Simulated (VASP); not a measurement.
A run of VASP 6.6.1:

INCAR

```
  PREC = Accurate
  ENCUT = 520
  EDIFF = 1E-6
  ISMEAR = -1
  SIGMA = 0.05
  LREAL = Auto
  LASPH = True
  NELM = 80
  ALGO = Normal
  ISIF = 2
  LWAVE = False
  LCHARG = False
  GGA = PS
  NBANDS = 57
```

KPOINTS

```
Automatic mesh
0
Gamma
  2 2 1
```

File POSCAR:

```
C19O
1.0
    7.3980000000      0.0000000000      0.0000000000
   -3.6990000000      6.4068560000      0.0000000000
    0.0000000000      0.0000000000     12.0000000000
C O
19 1
Direct
   -0.0063998146     -0.0015392885      0.0672479167
    0.2169729863      0.1101457564      0.0672644167
   -0.0054208888      0.3326010449      0.0673219167
    0.2159949340      0.4432767023      0.0673330000
   -0.0056558288      0.6649330030      0.0669636667
    0.2161979607      0.7758479354      0.0670530000
    0.3278972725     -0.0007788532      0.0671906667
    0.5493288250      0.1099328594      0.0672549167
    0.3276921879      0.3315760492      0.0673116667
    0.5495853871      0.4425243833      0.0672518333
    0.3269157267      0.6651799260      0.0672202500
    0.5503332048      0.7768448362      0.0672630000
    0.6610043278     -0.0017504686      0.0672624167
    0.8829170148      0.1091760139      0.0673085000
    0.6602698434      0.3318413899      0.0672351667
    0.8836821208      0.4435578074      0.0671546667
    0.6612707946      0.6659049306      0.0672349167
    0.8827016692      0.7765974450      0.0671231667
    0.1159046060      0.6357386525      0.3507848333
    0.2259274110      0.5977607426      0.3975532500
```

Potentials or basis: VASP PAW PBE potentials, release 64 (C, O).

Launch:

```console
$ cat potpaw_PBE.64/C/POTCAR potpaw_PBE.64/O/POTCAR > POTCAR
$ mpirun -np 1 vasp_std > vasp.out
```

Hardware: 1 thread of Oxide Virtual Turin-like Processor, on a shared host.

Q: Estimate the wall time of this run.

A: Run time: 4 min on 1 thread of Oxide Virtual Turin-like Processor (shared host), peak memory 0.54 GiB. Counts: scf iterations 22, k points 4.
